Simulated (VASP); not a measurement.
Write the native input for VASP 6.6.1 that does the following.

```
Task                   : single point
Functional             : PBE
Potentials or basis    : VASP PAW PBE potentials, release 64 (Mo_sv)
Cutoff                 : 520 eV
k mesh                 : 16 × 16 × 1
Occupations            : methfessel-paxton, width 0.1 eV
Spin                   : no spin polarisation
Dipole correction      : no
Further INCAR settings : ALGO = Normal; EDIFF = 1e-06; NBANDS = 28
```

The structure of Mo lies in POSCAR:

```
Mo
1.0
    3.1600000000      0.0000000000      0.0000000000
    0.0000000000      3.1600000000      0.0000000000
    0.0000000000      0.0000000000     15.1600000000
Mo
3
Direct
    0.0000000000      0.0000000000      0.4045691162
    0.5000000000      0.5000000000      0.5000000000
    0.0000000000      0.0000000000      0.5954308838
```

These files were run (other wordings do the same):

INCAR

```
SYSTEM = Mo
PREC = Accurate
ENCUT = 520
EDIFF = 1E-6
ISMEAR = 1
SIGMA = 0.1
LREAL = .False.
LASPH = .True.
NELM = 60
ALGO = Normal
ISIF = 2
LWAVE = .False.
LCHARG = .False.
GGA = PE
NBANDS = 28
```

KPOINTS

```
regular mesh
0
Gamma
  16 16 1
  0 0 0
```

Potentials or basis: VASP PAW PBE potentials, release 64 (Mo_sv).

Run with:

```sh
$ cat potpaw_PBE.64/Mo_sv/POTCAR > POTCAR
$ mpirun -np 1 vasp_std > vasp.out
```

Results of the run:

The largest force is 0.018 eV/Å and the band gap on the k mesh is zero (bands 21 and 22 overlap by 1.34 eV).

Run time: 2.2 min on 1 thread of Intel(R) Xeon(R) Platinum 8375C CPU @ 2.90GHz (Ice Lake), on a shared host, peak memory 0.32 GiB.
